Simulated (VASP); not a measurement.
# Mg2NCl (R-3m) in VASP: a series of runs

The runs below take Mg2NCl through single point, with PBE, LDA.

All numbers are computed with VASP 6.6.1; they aren't measurements. Logs are shortened: lines on timing, memory, paths and dates and some standing lists are left out, and cuts for length are marked.

## (1) The cell of the first run

Symmetry: R-3m, No. 166, trigonal system. Conventional cell: a = 3.293 Å, b = 3.293 Å, c = 17.814 Å, α = 90.00°, β = 90.00°, γ = 120.00°. Mg (site symmetry 3m) has 3 N at 2.15 Å and 3 Cl at 2.74 Å and 3 Mg at 2.76 Å within 2.8 Å. N (site symmetry -3m) has 6 Mg at 2.15 Å within 2.8 Å. Cl (site symmetry -3m) has 6 Mg at 2.74 Å and 6 Cl at 3.29 Å and 6 N at 3.53 Å within 3.6 Å.

## (2) Single point, PBE

INCAR

```
SYSTEM = Mg2NCl
  PREC = Accurate
  ENCUT = 600
  EDIFF = 1E-6
  ISMEAR = 0
  SIGMA = 0.01
  LREAL = .FALSE.
  LASPH = .TRUE.
  NELM = 120
  ALGO = Normal
  ISIF = 2
  LWAVE = .FALSE.
  LCHARG = .TRUE.
  GGA = PE
  LELF = .TRUE.
  LVHAR = .TRUE.
  NBANDS = 16
  GGA_COMPAT = .FALSE.
```

KPOINTS

```
Automatic mesh
0
G
  4 4 4
  0 0 0
```

POSCAR

```
Mg2NCl
1.0
    1.6466125281      0.9506721863      5.9379615086
   -1.6466125281      0.9506721863      5.9379615086
    0.0000000000     -1.9013443726      5.9379615086
Mg N Cl
2 1 1
Direct
    0.2229104120      0.2229104120      0.2229104120
    0.7770895880      0.7770895880      0.7770895880
    0.5000000000      0.5000000000      0.5000000000
    0.0000000000      0.0000000000      0.0000000000
```

Potentials or basis: VASP PAW PBE potentials, release 64 (Mg, N, Cl).

The run is started by

```bash
$ cat potpaw_PBE.64/Mg/POTCAR potpaw_PBE.64/N/POTCAR potpaw_PBE.64/Cl/POTCAR > POTCAR
$ mpirun -np 1 vasp_std > vasp.out
```

OUTCAR:

```text
SYSTEM = Mg2NCl
   PREC = Accurate
   ENCUT = 600
   EDIFF = 1E-6
   ISMEAR = 0
   LREAL = .FALSE.
   LASPH = .TRUE.
   NELM = 120
   ISIF = 2
   GGA = PE

 ion  position               nearest neighbor table
   1  0.223  0.223  0.223-   3 2.15   3 2.15   3 2.15   4 2.74   4 2.74   4 2.74   2 2.76   2 2.76
                             2 2.76
   2  0.777  0.777  0.777-   3 2.15   3 2.15   3 2.15   4 2.74   4 2.74   4 2.74   1 2.76   1 2.76
                             1 2.76
   3  0.500  0.500  0.500-   1 2.15   2 2.15   1 2.15   1 2.15   2 2.15   2 2.15
   4  0.000  0.000  0.000-   2 2.74   1 2.74   2 2.74   2 2.74   1 2.74   1 2.74

  LATTYP: Found a trigonal (rhomboedric) cell.
 ALAT       =     6.2349416438
 COS(alpha) =     0.8605084050

  Lattice vectors:

 A1 = (   1.6466125281,   0.9506721863,   5.9379615086)
 A2 = (  -1.6466125281,   0.9506721863,   5.9379615086)
 A3 = (   0.0000000000,  -1.9013443726,   5.9379615086)

Analysis of symmetry for initial positions (statically):
=====================================================================
 Subroutine PRICEL returns:
 Original cell was already a primitive cell.

 Routine SETGRP: Setting up the symmetry group for a
 trigonal (rhombohedral) supercell.

 Subroutine GETGRP returns: Found 12 space group operations
 (whereof 12 operations were pure point group operations)
 out of a pool of 12 trial point group operations.

The static configuration has the point symmetry D_3d.

Analysis of symmetry for dynamics (positions and initial velocities):
=====================================================================
 Subroutine PRICEL returns:
 Original cell was already a primitive cell.

 Routine SETGRP: Setting up the symmetry group for a
 trigonal (rhombohedral) supercell.

 Subroutine GETGRP returns: Found 12 space group operations
 (whereof 12 operations were pure point group operations)
 out of a pool of 12 trial point group operations.

The dynamic configuration has the point symmetry D_3d.

 Subroutine INISYM returns: Found 12 space group operations
 (whereof 12 operations are pure point group operations),
 and found     1 'primitive' translations

----------------------------------------------------------------------------------------

                                     Primitive cell

  volume of cell :      55.7713

  direct lattice vectors                    reciprocal lattice vectors
     1.646612528  0.950672186  5.937961509     0.303653708  0.175314550  0.056135988
    -1.646612528  0.950672186  5.937961509    -0.303653708  0.175314550  0.056135988
     0.000000000 -1.901344373  5.937961509     0.000000000 -0.350629100  0.056135988

  length of vectors
     6.234941644  6.234941644  6.234941644     0.355094375  0.355094375  0.355094375

  position of ions in fractional coordinates (direct lattice)
     0.222910412  0.222910412  0.222910412
     0.777089588  0.777089588  0.777089588
     0.500000000  0.500000000  0.500000000
     0.000000000  0.000000000  0.000000000

  ion indices of the primitive-cell ions
   primitive index   ion index
                 1           1
                 2           2
                 3           3
                 4           4

----------------------------------------------------------------------------------------

 KPOINTS: Automatic mesh

Automatic generation of k-mesh.
 Grid dimensions read from file:
 generate k-points for:    4    4    4

 Generating k-lattice:

  Cartesian coordinates                     Fractional coordinates (reciprocal lattice)
     0.075913427  0.043828638  0.014033997     0.250000000 -0.000000000  0.000000000
    -0.075913427  0.043828638  0.014033997    -0.000000000  0.250000000  0.000000000
     0.000000000 -0.087657275  0.014033997     0.000000000  0.000000000  0.250000000

  Length of vectors
     0.088773594  0.088773594  0.088773594

  Shift w.r.t. Gamma in fractional coordinates (k-lattice)
     0.000000000  0.000000000  0.000000000

 Subroutine IBZKPT returns following result:
 ===========================================

 Found     13 irreducible k-points:

 Following reciprocal coordinates:
            Coordinates               Weight
  0.000000  0.000000  0.000000      1.000000
  0.250000 -0.000000  0.000000      6.000000
  0.500000 -0.000000  0.000000      3.000000
  0.250000  0.250000  0.000000      6.000000
  0.500000  0.250000  0.000000     12.000000
 -0.250000  0.250000  0.000000      6.000000
  0.500000  0.500000  0.000000      3.000000
  0.250000  0.250000  0.250000      2.000000
  0.500000  0.250000  0.250000      6.000000
 -0.250000  0.250000  0.250000      6.000000
  0.500000  0.500000  0.250000      6.000000
 -0.250000  0.500000  0.250000      6.000000
  0.500000  0.500000  0.500000      1.000000
   k-points           NKPTS =     13   k-points in BZ     NKDIM =     13   number of bands    NBANDS=     16
   number of dos      NEDOS =    301   number of ions     NIONS =      4
   total plane-waves  NPLWV = 125000
   dimension x,y,z NGX =    50 NGY =   50 NGZ =   50
   dimension x,y,z NGXF=   100 NGYF=  100 NGZF=  100
   ions per type =               2   1   1
   NGX,Y,Z   is equivalent  to a cutoff of  13.33, 13.33, 13.33 a.u.
   NGXF,Y,Z  is equivalent  to a cutoff of  26.66, 26.66, 26.66 a.u.
 SYSTEM =  Mg2NCl
   PREC   = accura    normal or accurate (medium, high low for compatibility)
   ISTART =      0    job   : 0-new  1-cont  2-samecut
   ICHARG =      2    charge: 1-file 2-atom 10-const
   ISPIN  =      1    spin polarized calculation?
   LNONCOLLINEAR =      F non collinear calculations
   LSORBIT =      F    spin-orbit coupling
   LASPH  =      T    aspherical Exc in radial PAW
   ENCUT  =  600.0 eV  44.10 Ry    6.64 a.u.  12.45 12.45 12.45*2*pi/ulx,y,z
   NELM   =    120;   NELMIN=  2; NELMDL= -5     # of ELM steps
   EDIFF  = 0.1E-05   stopping-criterion for ELM
   LREAL  =      F    real-space projection
   EDIFFG = 0.1E-04   stopping-criterion for IOM
   NSW    =      0    number of steps for IOM
   IBRION =     -1    ionic relax: 0-MD 1-quasi-New 2-CG
   NFREE  =      0    steps in history (QN), initial steepest desc. (CG)
   ISIF   =      2    stress and relaxation
   ISYM   =      2    0-nonsym 1-usesym 2-fastsym
   POTIM  = 0.5000    time-step for ionic-motion
   TEBEG  =    0.0;   TEEND  =   0.0 temperature during run
   PSTRESS=    0.0 pullay stress
   NELECT =      16.0000    total number of electrons
   NUPDOWN=      -1.0000    fix difference up-down
   EMIN   =  10.00;   EMAX   =-10.00  energy-range for DOS
   EFERMI =   0.00;   METHOD = LEGACY
   ISMEAR =     0;   SIGMA  =   0.01  broadening in eV -4-tet -1-fermi 0-gaus
   EFERMI_NEDOS =   21; number of points for ismear=-14 and -15
   IALGO  =     38    algorithm
   IMIX   =      4    mixing-type and parameters
     AMIX     =   0.40;   BMIX     =  1.00
     AMIX_MAG =   1.60;   BMIX_MAG =  1.00
  volume/ion in A,a.u.               =      13.94        94.09
  Fermi-wavevector in a.u.,A,eV,Ry     =   1.079720  2.040375 15.861613  1.165796
  Thomas-Fermi vector in A             =   2.215693
   LORBIT       =      0    0 simple, 1 ext, 2 COOP (PROOUT), +10 PAW based schemes
   GGA     = PE    functional components
   LHFCALC =     F    Hartree Fock is set to
   AEXX    =    0.0000 exact exchange contribution
   IVDW    =     0    specifies the selected vdW correction
   LEPSILON=     F    determine dielectric tensor
   LRPA    =     F    only Hartree local field effects (RPA)
 non-spin polarized calculation
 Gauss-broadening in eV      SIGMA  =   0.01
  energy-cutoff  :      600.00
  volume of cell :       55.77
 maximum number of plane-waves:      1901
 NGX is ok and might be reduce to    50
   NGX = 25   NGY = 25   NGZ = 25

 number of electron      16.0000000 magnetization

 Free energy of the ion-electron system (eV)
  ---------------------------------------------------
  ext. energy  EPLUGINS =         0.00000000
  ---------------------------------------------------
  free energy    TOTEN  =       -17.76514219 eV

  energy without entropy =      -17.76514219  energy(sigma->0) =      -17.76514219

 E-fermi :   4.3544     XC(G=0): -10.0401

 val. band max:        4.2898991585   @ k =   0.0000   0.0000   0.0000
 cond. band min:       6.6729170838   @ k =   0.0000   0.0000   0.0000
 fundamental gap:      2.3830179253
 Fermi energy:         4.3544050195

 k-point     1 :       0.0000    0.0000    0.0000
  band No.  band energies     occupation
      1     -12.3977      2.00000
      2      -8.5261      2.00000
      3      -2.1516      2.00000
      4       1.8598      2.00000
      5       1.8598      2.00000
      6       3.2715      2.00000
[... 8 lines left out ...]
     15      14.6065      0.00000
     16      14.6065      0.00000

 k-point     2 :       0.2500   -0.0000    0.0000
  band No.  band energies     occupation
      1     -11.9665      2.00000
      2      -8.1026      2.00000
      3      -1.4366      2.00000
      4      -0.2714      2.00000
      5       1.4163      2.00000
      6       1.9614      2.00000
[... 8 lines left out ...]
     15      14.3797      0.00000
     16      15.7081      0.00000

 k-point     3 :       0.5000   -0.0000    0.0000
  band No.  band energies     occupation
      1     -11.4552      2.00000
      2      -7.5904      2.00000
      3      -1.9110      2.00000
      4      -0.4297      2.00000
      5       0.3428      2.00000
      6       1.0319      2.00000
[... 8 lines left out ...]
     15      13.9563      0.00000
     16      16.6657      0.00000
[... 153 lines left out ...]
 k-point    12 :      -0.2500    0.5000    0.2500
  band No.  band energies     occupation
      1     -11.4605      2.00000
      2      -7.5979      2.00000
      3      -1.4406      2.00000
      4      -0.7945      2.00000
      5       0.0009      2.00000
      6       1.6511      2.00000
[... 8 lines left out ...]
     15      15.6511      0.00000
     16      16.4641      0.00000

 k-point    13 :       0.5000    0.5000    0.5000
  band No.  band energies     occupation
      1     -12.3663      2.00000
      2      -8.6716      2.00000
      3      -1.3225      2.00000
      4       1.5827      2.00000
      5       1.8697      2.00000
      6       1.8697      2.00000
[... 8 lines left out ...]
     15      15.5372      0.00000
     16      15.5372      0.00000

------------------------ aborting loop because EDIFF is reached ----------------------------------------

  FORCE on cell =-STRESS in cart. coord.  units (eV):
  Direction    XX          YY          ZZ          XY          YZ          ZX
  --------------------------------------------------------------------------------------
  -------------------------------------------------------------------------------------
  Total        0.7846939      0.7846939      0.6432777     -0.0000000     -0.0000000     -0.0000000
  in kB       22.5423935     22.5423935     18.4798417     -0.0000000     -0.0000000     -0.0000000
  external PRESSURE =      21.1882095 kB  Pullay stress =       0.0000000 kB

 VOLUME and BASIS-vectors are now :
 -----------------------------------------------------------------------------
  energy-cutoff  :      600.00
  volume of cell :       55.77
      direct lattice vectors                 reciprocal lattice vectors
     1.646612528  0.950672186  5.937961509     0.303653708  0.175314550  0.056135988
    -1.646612528  0.950672186  5.937961509    -0.303653708  0.175314550  0.056135988
     0.000000000 -1.901344373  5.937961509     0.000000000 -0.350629100  0.056135988

 POSITION                                       TOTAL-FORCE (eV/Angst)
 -----------------------------------------------------------------------------------
      0.00000      0.00000      3.97090         0.000000     -0.000000      0.022846
      0.00000      0.00000     13.84298         0.000000      0.000000     -0.022846
      0.00000      0.00000      8.90694        -0.000000      0.000000     -0.000000
      0.00000      0.00000      0.00000         0.000000     -0.000000      0.000000
 -----------------------------------------------------------------------------------
    total drift:                                0.000000      0.000000     -0.000000

  FREE ENERGIE OF THE ION-ELECTRON SYSTEM (eV)
  ---------------------------------------------------
  free  energy   TOTEN  =       -17.7651421898 eV

  energy  without entropy=      -17.7651421898  energy(sigma->0) =      -17.76514219
```

Run time: 69 s. Hardware: 1 thread of Intel Xeon Platinum 8259CL at 2.50GHz (Skylake/Cascade Lake), shared host; peak memory 0.34 GiB.

What came out:

| Quantity | Value |
| --- | --- |
| Free energy | -17.7651 eV |
| Pressure | 2.1 GPa |
| Largest force | 0.023 eV/Å |
| Band gap on the k mesh | 2.38 eV |

Forces on the atoms (eV/Å):
```
Mg   0.000  0.000  0.023
Mg   0.000  0.000 -0.023
N    0.000  0.000  0.000
Cl   0.000  0.000  0.000
```

Caveat: the k points lie up to 0.56 Å⁻¹ apart.

## (3) Single point, LDA

INCAR

```
SYSTEM = Mg2NCl
PREC     = Accurate       ! precision mode
ENCUT    = 600            ! plane-wave cutoff, eV
EDIFF    = 1E-6           ! SCF threshold, eV
ISMEAR   = 0              ! smearing method
SIGMA    = 0.01           ! smearing width, eV
LREAL    = .FALSE.        ! projectors in reciprocal space
LASPH    = .TRUE.         ! aspherical terms in the spheres
NELM     = 120            ! most SCF steps
ALGO     = Normal         ! electronic algorithm
ISIF     = 2              ! what is computed and relaxed
LWAVE    = .FALSE.        ! write WAVECAR
LCHARG   = .TRUE.         ! write CHGCAR
LELF     = .TRUE.         ! ELF
LVHAR    = .TRUE.       
NBANDS   = 16             ! bands
GGA_COMPAT= .FALSE.
```

KPOINTS is that of step 2.

POSCAR is that of step 2.

Potentials or basis: VASP PAW LDA potentials, release 64 (Mg, N, Cl).

The run is started by

```bash
$ cat potpaw_LDA.64/Mg/POTCAR potpaw_LDA.64/N/POTCAR potpaw_LDA.64/Cl/POTCAR > POTCAR
$ mpirun -np 1 vasp_std > vasp.out
```

Wall time 57 s (1 thread of Intel Xeon Platinum 8259CL at 2.50GHz (Skylake/Cascade Lake), shared host); peak memory 0.27 GiB.

It converged, with:

```
Free energy            : -20.2725 eV
Pressure               : -4.5 GPa
Largest force          : 0.123 eV/Å
Band gap on the k mesh : 2.32 eV
```

Forces in eV/Å, atoms in the order of the input:
```
Mg   0.000  0.000 -0.123
Mg   0.000  0.000  0.123
N    0.000  0.000  0.000
Cl   0.000  0.000  0.000
```

Stress tensor (GPa, compression positive):
```
-4.56  0.00  0.00
 0.00 -4.56  0.00
 0.00  0.00 -4.26
```

Levels at points of the mesh, in eV from the valence-band top:
```tsv
k point	band 4	band 5	band 6	band 7	band 8	band 9	band 10	band 11	band 12	band 13
(0.00, 0.00, 0.00)	-2.30	-2.30	-0.99	0.00	0.00	2.32	5.29	8.46	8.87	9.39
(0.50, 0.00, 0.00)	-4.64	-3.99	-3.15	-1.53	-0.80	4.22	5.85	6.20	7.16	7.40
(0.50, 0.50, 0.00)	-5.27	-3.17	-3.02	-0.81	-0.74	3.06	3.96	5.27	8.80	9.05
(0.50, 0.50, 0.50)	-2.74	-2.29	-2.29	-0.03	-0.03	4.71	4.81	7.08	8.24	9.60
```

Caveat: the k points lie up to 0.56 Å⁻¹ apart.
